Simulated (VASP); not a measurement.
Input of a VASP 6.6.1 run:

File INCAR:

```
SYSTEM = LiF
ALGO = Normal
EDIFF = 1E-6
ENCUT = 520
GGA = PE
ISIF = 2
ISMEAR = 0
LASPH = .True.
LCHARG = .False.
LREAL = .False.
LWAVE = .False.
NBANDS = 18
NELM = 80
PREC = Accurate
SIGMA = 0.05
```

Contents of KPOINTS:

```
k-points
0
Gamma
  9 9 6
  0 0 0
```

The input POSCAR:

```
LiF
1.0
    3.2395321491      0.0000000000      0.0000000000
   -1.6197660745      2.8055171375      0.0000000000
    0.0000000000      0.0000000000      4.9292721180
Li F
2 2
Direct
    0.3333333333      0.6666666667      0.3810713234
    0.6666666667      0.3333333333      0.8810713234
    0.3333333333      0.6666666667      0.9939266766
    0.6666666667      0.3333333333      0.4939266766
```

Potentials or basis: VASP PAW PBE potentials, release 64 (Li_sv, F).

Run with:

```console
$ cat potpaw_PBE.64/Li_sv/POTCAR potpaw_PBE.64/F/POTCAR > POTCAR
$ mpirun -np 1 vasp_std > vasp.out
```

Question: Estimate the band gap on the k mesh.

Answer: 7.18 eV, direct.

Question: Estimate the largest force.

Answer: 0.058 eV/Å.

Forces in eV/Å, atoms in the order of the input:
```
Li   0.000  0.000  0.058
Li   0.000  0.000  0.058
F    0.000  0.000 -0.058
F    0.000  0.000 -0.058
```

 A k mesh can miss the band edges.
